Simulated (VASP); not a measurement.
# AlO2 (P-6m2) in VASP: a series of runs, part 2 of 2

VASP 6.6.1. The steps go on from the part before.

**5. Single point, PBE**

This run uses another cell than the first one, of 9.91 Å³/atom, 0.781 times its volume.

Input file INCAR:

```
SYSTEM = AlO2
  PREC = Accurate
  ENCUT = 520
  EDIFF = 1E-6
  ISMEAR = 0
  SIGMA = 0.1
  LREAL = .FALSE.
  LASPH = .TRUE.
  NELM = 100
  ALGO = Normal
  ISIF = 2
  LWAVE = .FALSE.
  LCHARG = .FALSE.
  GGA = PE
  NBANDS = 14
```

Input file KPOINTS:

```
regular mesh
0
G
  18 18 12
  0 0 0
```

Input file POSCAR:

```
AlO2
1.0
    2.8526447606      0.0000000000      0.0000000000
   -1.4263223803      2.4704628307      0.0000000000
    0.0000000000      0.0000000000      4.2173055744
Al O
1 2
Direct
    0.3333333333      0.6666666667      0.5000000000
    0.0000000000      0.0000000000      0.2563979868
    0.0000000000      0.0000000000      0.7436020132
```

Potentials or basis: VASP PAW PBE potentials, release 64 (Al, O).

Run with:

```sh
$ cat potpaw_PBE.64/Al/POTCAR potpaw_PBE.64/O/POTCAR > POTCAR
$ mpirun -np 1 vasp_std > vasp.out
```

OUTCAR:

```text
SYSTEM = AlO2
   PREC = Accurate
   ENCUT = 520
   EDIFF = 1E-6
   ISMEAR = 0
   LREAL = .FALSE.
   LASPH = .TRUE.
   NELM = 100
   ISIF = 2
   GGA = PE

 ion  position               nearest neighbor table
   1  0.333  0.667  0.500-   2 1.94   3 1.94   2 1.94   3 1.94   2 1.94   3 1.94
   2  0.000  0.000  0.256-   1 1.94   1 1.94   1 1.94
   3  0.000  0.000  0.744-   1 1.94   1 1.94   1 1.94

  LATTYP: Found a hexagonal cell.
 ALAT       =     2.8526447606
 C/A-ratio  =     1.4783844216

  Lattice vectors:

 A1 = (   2.8526447606,   0.0000000000,   0.0000000000)
 A2 = (  -1.4263223803,   2.4704628307,   0.0000000000)
 A3 = (   0.0000000000,   0.0000000000,   4.2173055744)

Analysis of symmetry for initial positions (statically):
=====================================================================
 Subroutine PRICEL returns:
 Original cell was already a primitive cell.

 Routine SETGRP: Setting up the symmetry group for a
 hexagonal supercell.

 Subroutine GETGRP returns: Found 12 space group operations
 (whereof 12 operations were pure point group operations)
 out of a pool of 24 trial point group operations.

The static configuration has the point symmetry D_3h.

Analysis of symmetry for dynamics (positions and initial velocities):
=====================================================================
 Subroutine PRICEL returns:
 Original cell was already a primitive cell.

 Routine SETGRP: Setting up the symmetry group for a
 hexagonal supercell.

 Subroutine GETGRP returns: Found 12 space group operations
 (whereof 12 operations were pure point group operations)
 out of a pool of 24 trial point group operations.

The dynamic configuration has the point symmetry D_3h.

 Subroutine INISYM returns: Found 12 space group operations
 (whereof 12 operations are pure point group operations),
 and found     1 'primitive' translations

----------------------------------------------------------------------------------------

                                     Primitive cell

  volume of cell :      29.7208

  direct lattice vectors                    reciprocal lattice vectors
     2.852644761  0.000000000  0.000000000     0.350551886  0.202391226  0.000000000
    -1.426322380  2.470462831  0.000000000     0.000000000  0.404782451  0.000000000
     0.000000000  0.000000000  4.217305574     0.000000000  0.000000000  0.237118222

  length of vectors
     2.852644761  2.852644761  4.217305574     0.404782451  0.404782451  0.237118222

  position of ions in fractional coordinates (direct lattice)
     0.333333333  0.666666667  0.500000000
     0.000000000  0.000000000  0.256397987
     0.000000000  0.000000000  0.743602013

  ion indices of the primitive-cell ions
   primitive index   ion index
                 1           1
                 2           2
                 3           3

----------------------------------------------------------------------------------------

 KPOINTS: regular mesh

Automatic generation of k-mesh.
 Grid dimensions read from file:
 generate k-points for:   18   18   12

 Generating k-lattice:

[... 21 lines left out ...]
  0.166667  0.000000  0.000000      6.000000
  0.222222  0.000000  0.000000      6.000000
  0.277778  0.000000  0.000000      6.000000
[... 16 lines left out ...]
  0.333333  0.111111  0.000000     12.000000
  0.388889  0.111111  0.000000     12.000000
 [... further k-points ...]
   k-points           NKPTS =    259   k-points in BZ     NKDIM =    259   number of bands    NBANDS=     14
   number of dos      NEDOS =    301   number of ions     NIONS =      3
   total plane-waves  NPLWV =  18432
   dimension x,y,z NGX =    24 NGY =   24 NGZ =   32
   dimension x,y,z NGXF=    48 NGYF=   48 NGZF=   64
   ions per type =               1   2
   NGX,Y,Z   is equivalent  to a cutoff of  13.99, 13.99, 12.61 a.u.
   NGXF,Y,Z  is equivalent  to a cutoff of  27.97, 27.97, 25.23 a.u.
 SYSTEM =  AlO2
   PREC   = accura    normal or accurate (medium, high low for compatibility)
   ISTART =      0    job   : 0-new  1-cont  2-samecut
   ICHARG =      2    charge: 1-file 2-atom 10-const
   ISPIN  =      1    spin polarized calculation?
   LNONCOLLINEAR =      F non collinear calculations
   LSORBIT =      F    spin-orbit coupling
   LASPH  =      T    aspherical Exc in radial PAW
   ENCUT  =  520.0 eV  38.22 Ry    6.18 a.u.   5.30  5.30  7.84*2*pi/ulx,y,z
   NELM   =    100;   NELMIN=  2; NELMDL= -5     # of ELM steps
   EDIFF  = 0.1E-05   stopping-criterion for ELM
   LREAL  =      F    real-space projection
   EDIFFG = 0.1E-04   stopping-criterion for IOM
   NSW    =      0    number of steps for IOM
   IBRION =     -1    ionic relax: 0-MD 1-quasi-New 2-CG
   NFREE  =      0    steps in history (QN), initial steepest desc. (CG)
   ISIF   =      2    stress and relaxation
   ISYM   =      2    0-nonsym 1-usesym 2-fastsym
   POTIM  = 0.5000    time-step for ionic-motion
   TEBEG  =    0.0;   TEEND  =   0.0 temperature during run
   PSTRESS=    0.0 pullay stress
   NELECT =      15.0000    total number of electrons
   NUPDOWN=      -1.0000    fix difference up-down
   EMIN   =  10.00;   EMAX   =-10.00  energy-range for DOS
   EFERMI =   0.00;   METHOD = LEGACY
   ISMEAR =     0;   SIGMA  =   0.10  broadening in eV -4-tet -1-fermi 0-gaus
   EFERMI_NEDOS =   21; number of points for ismear=-14 and -15
   IALGO  =     38    algorithm
   IMIX   =      4    mixing-type and parameters
     AMIX     =   0.40;   BMIX     =  1.00
     AMIX_MAG =   1.60;   BMIX_MAG =  1.00
  volume/ion in A,a.u.               =       9.91        66.86
  Fermi-wavevector in a.u.,A,eV,Ry     =   1.303422  2.463110 23.115042  1.698908
  Thomas-Fermi vector in A             =   2.434425
   LORBIT       =      0    0 simple, 1 ext, 2 COOP (PROOUT), +10 PAW based schemes
   GGA     = PE    functional components
   LHFCALC =     F    Hartree Fock is set to
   AEXX    =    0.0000 exact exchange contribution
   IVDW    =     0    specifies the selected vdW correction
   LEPSILON=     F    determine dielectric tensor
   LRPA    =     F    only Hartree local field effects (RPA)
 non-spin polarized calculation
 Gauss-broadening in eV      SIGMA  =   0.10
  energy-cutoff  :      520.00
  volume of cell :       29.72
 maximum number of plane-waves:       817
 NGX is ok and might be reduce to    24
   NGX = 11   NGY = 11   NGZ = 15

 number of electron      15.0000005 magnetization

 Free energy of the ion-electron system (eV)
  ---------------------------------------------------
  ext. energy  EPLUGINS =         0.00000000
  ---------------------------------------------------
  free energy    TOTEN  =       -19.22718675 eV

  energy without entropy =      -19.22232360  energy(sigma->0) =      -19.22475517

 E-fermi :   5.0625     XC(G=0): -10.6925

 val. band max:        5.0579998700   @ k =   0.2778   0.1111   0.2500
 cond. band min:       5.0704257911   @ k =   0.3333   0.0556   0.2500
 fundamental gap:      0.0124259210
 Fermi energy:         5.0625495248

 k-point     1 :       0.0000    0.0000    0.0000
  band No.  band energies     occupation
      1     -15.6887      2.00000
      2     -12.2570      2.00000
      3      -2.1716      2.00000
      4       1.9603      2.00000
      5       1.9603      2.00000
      6       3.7633      2.00000
      7       3.7633      2.00000
      8       6.1220      0.00000
      9       8.0786      0.00000
     10      14.7628      0.00000
     11      17.0087      0.00000
     12      18.0155      0.00000
     13      18.0155      0.00000
     14      23.0402      0.00000
[... 377 lines left out ...]
      1     -14.5038      2.00000
      2     -11.4955      2.00000
      3      -2.4982      2.00000
      4      -1.0403      2.00000
      5       0.6314      2.00000
      6       0.9513      2.00000
      7       2.8477      2.00000
      8       6.3011      0.00000
      9      10.6787      0.00000
     10      13.6317      0.00000
     11      16.9973      0.00000
     12      18.1291      0.00000
     13      19.0327      0.00000
     14      21.6272      0.00000

 [... further k-points ...]
[... 5 lines left out ...]
  --------------------------------------------------------------------------------------
  -------------------------------------------------------------------------------------
  Total       -0.0009872     -0.0009872     -0.0467471     -0.0000000      0.0000000      0.0000000
  in kB       -0.0532173     -0.0532173     -2.5200192     -0.0000000      0.0000000      0.0000000
  external PRESSURE =      -0.8754846 kB  Pullay stress =       0.0000000 kB

 VOLUME and BASIS-vectors are now :
 -----------------------------------------------------------------------------
  energy-cutoff  :      520.00
  volume of cell :       29.72
      direct lattice vectors                 reciprocal lattice vectors
     2.852644761  0.000000000  0.000000000     0.350551886  0.202391226  0.000000000
    -1.426322380  2.470462831  0.000000000     0.000000000  0.404782451  0.000000000
     0.000000000  0.000000000  4.217305574     0.000000000  0.000000000  0.237118222

 POSITION                                       TOTAL-FORCE (eV/Angst)
 -----------------------------------------------------------------------------------
     -0.00000      1.64698      2.10865        -0.000000      0.000000     -0.000000
      0.00000      0.00000      1.08131         0.000000      0.000000     -0.022373
      0.00000      0.00000      3.13600         0.000000     -0.000000      0.022373
 -----------------------------------------------------------------------------------
    total drift:                               -0.000000      0.000000      0.000000

  FREE ENERGIE OF THE ION-ELECTRON SYSTEM (eV)
  ---------------------------------------------------
  free  energy   TOTEN  =       -19.2271867484 eV

  energy  without entropy=      -19.2223235989  energy(sigma->0) =      -19.22475517
```

OSZICAR:

```text
N       E                     dE             d eps       ncg     rms          rms(c)
DAV:   1     0.508674656085E+02    0.50867E+02   -0.76827E+03  7308   0.961E+02
DAV:   2    -0.181078846557E+02   -0.68975E+02   -0.64355E+02  9354   0.212E+02
DAV:   3    -0.206991261112E+02   -0.25912E+01   -0.25787E+01  9160   0.405E+01
DAV:   4    -0.207155190481E+02   -0.16393E-01   -0.16392E-01  8818   0.375E+00
DAV:   5    -0.207157288674E+02   -0.20982E-03   -0.20982E-03  9460   0.415E-01    0.766E+00
DAV:   6    -0.192464552040E+02    0.14693E+01   -0.30470E+00  7984   0.154E+01    0.280E+00
DAV:   7    -0.192273274963E+02    0.19128E-01   -0.10875E-01  8518   0.270E+00    0.158E+00
DAV:   8    -0.192262309326E+02    0.10966E-02   -0.29013E-02  7858   0.179E+00    0.212E-01
DAV:   9    -0.192269111552E+02   -0.68022E-03   -0.23166E-03  9460   0.416E-01    0.128E-01
DAV:  10    -0.192271467420E+02   -0.23559E-03   -0.29611E-04  8224   0.152E-01    0.479E-02
DAV:  11    -0.192271793809E+02   -0.32639E-04   -0.59423E-05  8830   0.710E-02    0.202E-02
DAV:  12    -0.192271868390E+02   -0.74581E-05   -0.12259E-05  8080   0.280E-02    0.347E-03
DAV:  13    -0.192271867484E+02    0.90616E-07   -0.54496E-07  7532   0.733E-03
   1 F= -.19227187E+02 E0= -.19224755E+02  d E =-.486315E-02
```

It took 1.8 min on 1 thread of AMD EPYC 7R43 (Zen 3), shared host; peak memory 0.17 GiB.

Results:

| Item | Value |
| --- | --- |
| Free energy | -19.2272 eV |
| Pressure | -0.1 GPa |
| Largest force | 0.022 eV/Å |

Forces in eV/Å, atoms in the order of the input:
```
Al   0.000  0.000  0.000
O    0.000  0.000 -0.022
O    0.000  0.000  0.022
```

Levels at points of the mesh, in eV from the Fermi level:
| k point | band 4 | band 5 | band 6 | band 7 | band 8 | band 9 | band 10 | band 11 |
| --- | --- | --- | --- | --- | --- | --- | --- | --- |
| (0.00, 0.00, 0.00) | -3.10 | -3.10 | -1.30 | -1.30 | 1.06 | 3.02 | 9.70 | 11.95 |
| (0.50, 0.00, 0.00) | -6.10 | -4.28 | -3.96 | -1.98 | 1.24 | 5.10 | 8.25 | 12.23 |
| (0.00, 0.00, 0.50) | -2.75 | -2.75 | -2.56 | -1.76 | -1.76 | 3.93 | 7.25 | 13.27 |
| (0.50, 0.00, 0.50) | -5.26 | -3.55 | -3.21 | -2.52 | -1.95 | 5.79 | 9.24 | 10.47 |

Caveat: an odd number of electrons without spin polarisation forces a metal; a magnetic or distorted state may lie lower.

**6. Overview**

| spin | cell | k mesh | gap on the mesh (eV) | pressure (GPa) | moment (μB) | largest force (eV/Å) |
| --- | --- | --- | --- | --- | --- | --- |
| off | a = 2.803, b = 2.803, c = 5.594 Å, angles 90.0, 90.0, 120.0°, 3 atoms | 6 × 6 × 4 | none | 99.1 | - | 25.22 |
| collinear, ferromagnetic start | a = 2.853, b = 2.853, c = 4.288 Å, angles 90.0, 90.0, 120.0°, 3 atoms | 6 × 6 × 4 | none | 0.1 | 0.50 | 0.01 |
| collinear, ferromagnetic start | a = 2.803, b = 2.803, c = 5.594 Å, angles 90.0, 90.0, 120.0°, 3 atoms | 6 × 6 × 4 | none | 99.7 | 0.33 | 25.09 |
| off | a = 2.853, b = 2.853, c = 4.217 Å, angles 90.0, 90.0, 120.0°, 3 atoms | 18 × 18 × 12 | none | -0.1 | - | 0.02 |

Alike in all rows: task single point; level PBE; potentials or basis VASP PAW PBE potentials, release 64 (Al, O); cutoff (eV) 520; smearing gaussian 0.1 eV.

Caveats: some runs use coarse meshes; the standard files for N, O and F lose accuracy on very short bonds (some runs); an odd number of electrons without spin polarisation forces a metal (some runs); a magnetic or distorted state may lie lower (some runs); forces of over 1 eV/Å act on the atoms, so gaps and moduli don't describe the material at rest (some runs).

Total energies depend on the potentials used, so only differences within one code and one set of settings carry meaning.
